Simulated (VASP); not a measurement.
# YMn3 (Pm-3m) in VASP: notebook

YMn3 is run at these levels: PBE; tasks: single point, relaxation of cell and atoms.

All numbers are computed with VASP 6.6.1; they aren't measurements. Logs are shortened: lines on timing, memory, paths and dates and some standing lists are left out, and cuts for length are marked.

## Step 1: The cell of the first run

It takes space group Pm-3m (No. 221, cubic). The conventional cell has a = 4.101 Å, b = 4.101 Å, c = 4.101 Å, α = 90.00°, β = 90.00°, γ = 90.00°. Within 3.8 Å of Mn (site symmetry 4/mmm) lie 8 Mn at 2.90 Å and 4 Y at 2.90 Å. Y (site symmetry m-3m) has 12 Mn at 2.90 Å within 3.8 Å.

## Step 2: Single point, PBE

Input file INCAR:

```
SYSTEM = YMn3
ALGO = Fast ; EDIFF = 1E-7
ENCUT = 520 ; GGA = PE
ISIF = 2 ; ISMEAR = 0
LASPH = .True. ; LCHARG = .True.
LELF = .True. ; LREAL = .False.
LVHAR = .True. ; LWAVE = .False.
NBANDS = 33 ; NELM = 80
PREC = Accurate ; SIGMA = 0.1
```

Input file KPOINTS:

```
k-points
0
Gamma
  10 10 10
  0 0 0
```

Input file POSCAR:

```
YMn3
1.0
    4.1008586498      0.0000000000      0.0000000000
    0.0000000000      4.1008586498      0.0000000000
    0.0000000000      0.0000000000      4.1008586498
Mn Y
3 1
Direct
    0.0000000000      0.5000000000      0.5000000000
    0.5000000000      0.0000000000      0.5000000000
    0.5000000000      0.5000000000      0.0000000000
    0.0000000000      0.0000000000      0.0000000000
```

Potentials or basis: VASP PAW PBE potentials, release 64 (Mn_pv, Y_sv).

The run is started by

```bash
$ cat potpaw_PBE.64/Mn_pv/POTCAR potpaw_PBE.64/Y_sv/POTCAR > POTCAR
$ mpirun -np 1 vasp_std > vasp.out
```

OUTCAR:

```text
SYSTEM = YMn3
   EDIFF = 1E-7
   ENCUT = 520
   GGA = PE
   ISIF = 2
   ISMEAR = 0
   LASPH = .True.
   LREAL = .False.
   NELM = 80
   PREC = Accurate

 ion  position               nearest neighbor table
   1  0.000  0.500  0.500-   2 2.90   3 2.90   4 2.90   3 2.90   4 2.90   2 2.90   4 2.90   4 2.90
                             2 2.90   3 2.90   3 2.90   2 2.90
   2  0.500  0.000  0.500-   1 2.90   3 2.90   4 2.90   3 2.90   4 2.90   1 2.90   3 2.90   3 2.90
                             1 2.90   4 2.90   4 2.90   1 2.90
   3  0.500  0.500  0.000-   1 2.90   2 2.90   4 2.90   1 2.90   2 2.90   2 2.90   4 2.90   2 2.90
                             1 2.90   4 2.90   1 2.90   4 2.90
   4  0.000  0.000  0.000-   1 2.90   2 2.90   3 2.90   1 2.90   2 2.90   1 2.90   3 2.90   1 2.90
                             2 2.90   3 2.90   2 2.90   3 2.90

  LATTYP: Found a simple cubic cell.
 ALAT       =     4.1008586498

  Lattice vectors:

 A1 = (   4.1008586498,   0.0000000000,   0.0000000000)
 A2 = (   0.0000000000,   4.1008586498,   0.0000000000)
 A3 = (   0.0000000000,   0.0000000000,   4.1008586498)

Analysis of symmetry for initial positions (statically):
=====================================================================
 Subroutine PRICEL returns:
 Original cell was already a primitive cell.

 Routine SETGRP: Setting up the symmetry group for a
 simple cubic supercell.

 Subroutine GETGRP returns: Found 48 space group operations
 (whereof 48 operations were pure point group operations)
 out of a pool of 48 trial point group operations.

The static configuration has the point symmetry O_h .

Analysis of symmetry for dynamics (positions and initial velocities):
=====================================================================
 Subroutine PRICEL returns:
 Original cell was already a primitive cell.

 Routine SETGRP: Setting up the symmetry group for a
 simple cubic supercell.

 Subroutine GETGRP returns: Found 48 space group operations
 (whereof 48 operations were pure point group operations)
 out of a pool of 48 trial point group operations.

The dynamic configuration has the point symmetry O_h .

 Subroutine INISYM returns: Found 48 space group operations
 (whereof 48 operations are pure point group operations),
 and found     1 'primitive' translations

----------------------------------------------------------------------------------------

                                     Primitive cell

  volume of cell :      68.9643

  direct lattice vectors                    reciprocal lattice vectors
     4.100858650  0.000000000  0.000000000     0.243851370  0.000000000  0.000000000
     0.000000000  4.100858650  0.000000000     0.000000000  0.243851370  0.000000000
     0.000000000  0.000000000  4.100858650     0.000000000  0.000000000  0.243851370

  length of vectors
     4.100858650  4.100858650  4.100858650     0.243851370  0.243851370  0.243851370

  position of ions in fractional coordinates (direct lattice)
     0.000000000  0.500000000  0.500000000
     0.500000000  0.000000000  0.500000000
     0.500000000  0.500000000  0.000000000
     0.000000000  0.000000000  0.000000000

  ion indices of the primitive-cell ions
   primitive index   ion index
                 1           1
                 2           2
                 3           3
                 4           4

----------------------------------------------------------------------------------------

 KPOINTS: k-points

Automatic generation of k-mesh.
 Grid dimensions read from file:
 generate k-points for:   10   10   10

 Generating k-lattice:

  Cartesian coordinates                     Fractional coordinates (reciprocal lattice)
     0.024385137  0.000000000  0.000000000     0.100000000  0.000000000  0.000000000
     0.000000000  0.024385137  0.000000000     0.000000000  0.100000000  0.000000000
     0.000000000  0.000000000  0.024385137     0.000000000  0.000000000  0.100000000

  Length of vectors
     0.024385137  0.024385137  0.024385137

  Shift w.r.t. Gamma in fractional coordinates (k-lattice)
     0.000000000  0.000000000  0.000000000

 Subroutine IBZKPT returns following result:
 ===========================================

 Found     56 irreducible k-points:

 Following reciprocal coordinates:
            Coordinates               Weight
  0.000000  0.000000  0.000000      1.000000
  0.100000  0.000000  0.000000      6.000000
  0.200000  0.000000  0.000000      6.000000
  0.300000  0.000000  0.000000      6.000000
  0.400000  0.000000  0.000000      6.000000
  0.500000  0.000000  0.000000      3.000000
[... 16 lines left out ...]
  0.200000  0.100000  0.100000     24.000000
  0.300000  0.100000  0.100000     24.000000
 [... further k-points ...]
   k-points           NKPTS =     56   k-points in BZ     NKDIM =     56   number of bands    NBANDS=     33
   number of dos      NEDOS =    301   number of ions     NIONS =      4
   total plane-waves  NPLWV =  27000
   dimension x,y,z NGX =    30 NGY =   30 NGZ =   30
   dimension x,y,z NGXF=    60 NGYF=   60 NGZF=   60
   ions per type =               3   1
   NGX,Y,Z   is equivalent  to a cutoff of  12.16, 12.16, 12.16 a.u.
   NGXF,Y,Z  is equivalent  to a cutoff of  24.32, 24.32, 24.32 a.u.
 SYSTEM =  YMn3
   PREC   = accura    normal or accurate (medium, high low for compatibility)
   ISTART =      0    job   : 0-new  1-cont  2-samecut
   ICHARG =      2    charge: 1-file 2-atom 10-const
   ISPIN  =      1    spin polarized calculation?
   LNONCOLLINEAR =      F non collinear calculations
   LSORBIT =      F    spin-orbit coupling
   LASPH  =      T    aspherical Exc in radial PAW
   ENCUT  =  520.0 eV  38.22 Ry    6.18 a.u.   7.62  7.62  7.62*2*pi/ulx,y,z
   NELM   =     80;   NELMIN=  2; NELMDL= -5     # of ELM steps
   EDIFF  = 0.1E-06   stopping-criterion for ELM
   LREAL  =      F    real-space projection
   EDIFFG = 0.1E-05   stopping-criterion for IOM
   NSW    =      0    number of steps for IOM
   IBRION =     -1    ionic relax: 0-MD 1-quasi-New 2-CG
   NFREE  =      0    steps in history (QN), initial steepest desc. (CG)
   ISIF   =      2    stress and relaxation
   ISYM   =      2    0-nonsym 1-usesym 2-fastsym
   POTIM  = 0.5000    time-step for ionic-motion
   TEBEG  =    0.0;   TEEND  =   0.0 temperature during run
   PSTRESS=    0.0 pullay stress
   NELECT =      50.0000    total number of electrons
   NUPDOWN=      -1.0000    fix difference up-down
   EMIN   =  10.00;   EMAX   =-10.00  energy-range for DOS
   EFERMI =   0.00;   METHOD = LEGACY
   ISMEAR =     0;   SIGMA  =   0.10  broadening in eV -4-tet -1-fermi 0-gaus
   EFERMI_NEDOS =   21; number of points for ismear=-14 and -15
   IALGO  =     68    algorithm
   IMIX   =      4    mixing-type and parameters
     AMIX     =   0.40;   BMIX     =  1.00
     AMIX_MAG =   1.60;   BMIX_MAG =  1.00
  volume/ion in A,a.u.               =      17.24       116.35
  Fermi-wavevector in a.u.,A,eV,Ry     =   1.470698  2.779215 29.428738  2.162951
  Thomas-Fermi vector in A             =   2.585923
   LORBIT       =      0    0 simple, 1 ext, 2 COOP (PROOUT), +10 PAW based schemes
   GGA     = PE    functional components
   LHFCALC =     F    Hartree Fock is set to
   AEXX    =    0.0000 exact exchange contribution
   IVDW    =     0    specifies the selected vdW correction
   LEPSILON=     F    determine dielectric tensor
   LRPA    =     F    only Hartree local field effects (RPA)
 non-spin polarized calculation
 RMM-DIIS sequential band-by-band and
 Gauss-broadening in eV      SIGMA  =   0.10
  energy-cutoff  :      520.00
  volume of cell :       68.96
 maximum number of plane-waves:      1875
   NGX = 15   NGY = 15   NGZ = 15

 number of electron      49.9999992 magnetization

 Free energy of the ion-electron system (eV)
  ---------------------------------------------------
  ext. energy  EPLUGINS =         0.00000000
  ---------------------------------------------------
  free energy    TOTEN  =       -29.44823723 eV

  energy without entropy =      -29.38212321  energy(sigma->0) =      -29.41518022

 E-fermi :   5.5960     XC(G=0): -11.6125

 val. band max:        5.5929293267   @ k =   0.3000   0.1000   0.0000
 cond. band min:       5.5963149427   @ k =   0.3000   0.2000   0.1000
 fundamental gap:      0.0033856160
 Fermi energy:         5.5960200076

 k-point     1 :       0.0000    0.0000    0.0000
  band No.  band energies     occupation
      1     -42.0695      2.00000
      2     -42.0695      2.00000
      3     -42.0695      2.00000
      4     -41.9323      2.00000
      5     -41.9323      2.00000
      6     -41.9323      2.00000
[... 25 lines left out ...]
     32       8.6009      0.00000
     33       9.2050      0.00000

 k-point     2 :       0.1000    0.0000    0.0000
  band No.  band energies     occupation
      1     -42.0686      2.00000
      2     -42.0686      2.00000
      3     -42.0679      2.00000
      4     -41.9327      2.00000
      5     -41.9327      2.00000
      6     -41.9324      2.00000
[... 25 lines left out ...]
     32       8.6347      0.00000
     33       9.1634      0.00000

 k-point     3 :       0.2000    0.0000    0.0000
  band No.  band energies     occupation
      1     -42.0661      2.00000
      2     -42.0661      2.00000
      3     -42.0634      2.00000
      4     -41.9343      2.00000
      5     -41.9342      2.00000
      6     -41.9342      2.00000
[... 25 lines left out ...]
     32       8.5727      0.00000
     33       9.0187      0.00000

 k-point     4 :       0.3000    0.0000    0.0000
  band No.  band energies     occupation
      1     -42.0629      2.00000
      2     -42.0629      2.00000
      3     -42.0573      2.00000
      4     -41.9417      2.00000
      5     -41.9367      2.00000
      6     -41.9367      2.00000
[... 673 lines left out ...]
     32       8.2333      0.00000
     33       9.6165      0.00000

 k-point    23 :       0.2000    0.1000    0.1000
  band No.  band energies     occupation
      1     -42.0756      2.00000
      2     -42.0600      2.00000
      3     -42.0543      2.00000
      4     -41.9429      2.00000
      5     -41.9414      2.00000
      6     -41.9358      2.00000
[... 25 lines left out ...]
     32       8.3184      0.00000
     33       9.1478      0.00000

 k-point    24 :       0.3000    0.1000    0.1000
  band No.  band energies     occupation
      1     -42.0755      2.00000
      2     -42.0570      2.00000
      3     -42.0459      2.00000
      4     -41.9510      2.00000
      5     -41.9462      2.00000
      6     -41.9356      2.00000
[... 25 lines left out ...]
     32       8.2939      0.00000
     33       8.7428      0.00000

 [... further k-points ...]

------------------------ aborting loop because EDIFF is reached ----------------------------------------

  FORCE on cell =-STRESS in cart. coord.  units (eV):
  Direction    XX          YY          ZZ          XY          YZ          ZX
  --------------------------------------------------------------------------------------
  -------------------------------------------------------------------------------------
  Total       -6.7472796     -6.7472796     -6.7472796     -0.0000000     -0.0000000      0.0000000
  in kB     -156.7526481   -156.7526481   -156.7526481     -0.0000000     -0.0000000      0.0000000
  external PRESSURE =    -156.7526481 kB  Pullay stress =       0.0000000 kB

 VOLUME and BASIS-vectors are now :
 -----------------------------------------------------------------------------
  energy-cutoff  :      520.00
  volume of cell :       68.96
      direct lattice vectors                 reciprocal lattice vectors
     4.100858650  0.000000000  0.000000000     0.243851370  0.000000000  0.000000000
     0.000000000  4.100858650  0.000000000     0.000000000  0.243851370  0.000000000
     0.000000000  0.000000000  4.100858650     0.000000000  0.000000000  0.243851370

 POSITION                                       TOTAL-FORCE (eV/Angst)
 -----------------------------------------------------------------------------------
      0.00000      2.05043      2.05043         0.000000      0.000000      0.000000
      2.05043      0.00000      2.05043         0.000000      0.000000      0.000000
      2.05043      2.05043      0.00000         0.000000      0.000000      0.000000
      0.00000      0.00000      0.00000         0.000000      0.000000      0.000000
 -----------------------------------------------------------------------------------
    total drift:                                0.000000      0.000000     -0.000000

  FREE ENERGIE OF THE ION-ELECTRON SYSTEM (eV)
  ---------------------------------------------------
  free  energy   TOTEN  =       -29.4482372301 eV

  energy  without entropy=      -29.3821232143  energy(sigma->0) =      -29.41518022
```

Run time: 73 s. Hardware: 1 thread of Intel Xeon 6975P-C (Granite Rapids), shared host; peak memory 0.25 GiB.

Results:

* Free energy: -29.4482 eV
* Pressure: -15.7 GPa
* Band gap on the k mesh: zero (bands 25 and 26 overlap by 0.79 eV)

Caveat: the cell stands under tension; the run has no spin polarisation, though such a crystal can be magnetic. Spin polarisation is off, so any magnetic state and its effect on volume and gap are missing.

## Step 3: Single point, PBE

This run uses another cell than the first one, of 14.72 Å³/atom.

Input file INCAR:

```
SYSTEM = YMn3
  ALGO = Normal
  EDIFF = 1E-7
  ENCUT = 520
  GGA = PE
  ISIF = 2
  ISMEAR = 0
  LASPH = .True.
  LCHARG = .False.
  LREAL = .False.
  LWAVE = .False.
  NBANDS = 33
  NELM = 100
  PREC = Accurate
  SIGMA = 0.1
```

KPOINTS is that of step 2.

Input file POSCAR:

```
YMn3
1.0
    3.8901605809      0.0000000000      0.0000000000
    0.0000000000      3.8901605809      0.0000000000
    0.0000000000      0.0000000000      3.8901605809
Mn Y
3 1
Direct
    0.0000000000      0.5000000000      0.5000000000
    0.5000000000      0.0000000000      0.5000000000
    0.5000000000      0.5000000000      0.0000000000
    0.0000000000      0.0000000000      0.0000000000
```

Potentials or basis: VASP PAW PBE potentials, release 64 (Mn_pv, Y_sv).

The run is started by

```bash
$ cat potpaw_PBE.64/Mn_pv/POTCAR potpaw_PBE.64/Y_sv/POTCAR > POTCAR
$ mpirun -np 1 vasp_std > vasp.out
```

Wall time 50 s (1 thread of Intel Xeon 6975P-C (Granite Rapids), shared host); peak memory 0.25 GiB.

It converged, with:

```
Free energy            : -30.0142 eV
Pressure               : -0.1 GPa
Band gap on the k mesh : zero (bands 25 and 26 overlap by 0.93 eV)
```

Levels at points of the mesh, in eV from the Fermi level:
| k point | band 21 | band 22 | band 23 | band 24 | band 25 | band 26 | band 27 | band 28 | band 29 | band 30 |
| --- | --- | --- | --- | --- | --- | --- | --- | --- | --- | --- |
| (0.00, 0.00, 0.00) | -0.33 | -0.33 | -0.33 | 0.72 | 0.72 | 1.28 | 1.50 | 1.50 | 1.50 | 3.61 |
| (0.50, 0.00, 0.00) | -1.18 | -1.02 | -1.02 | -0.15 | 0.04 | 0.23 | 0.27 | 0.27 | 0.86 | 1.50 |
| (0.50, 0.50, 0.00) | -1.04 | -1.04 | -0.83 | -0.69 | -0.42 | -0.04 | 0.02 | 0.02 | 0.36 | 0.49 |
| (0.50, 0.50, 0.50) | -0.38 | -0.38 | -0.38 | -0.05 | -0.05 | 0.01 | 1.30 | 1.30 | 1.30 | 2.09 |

Caveat: the run has no spin polarisation, though such a crystal can be magnetic. Spin polarisation is off, so any magnetic state and its effect on volume and gap are missing.

(Continued in part 2 of 2.)
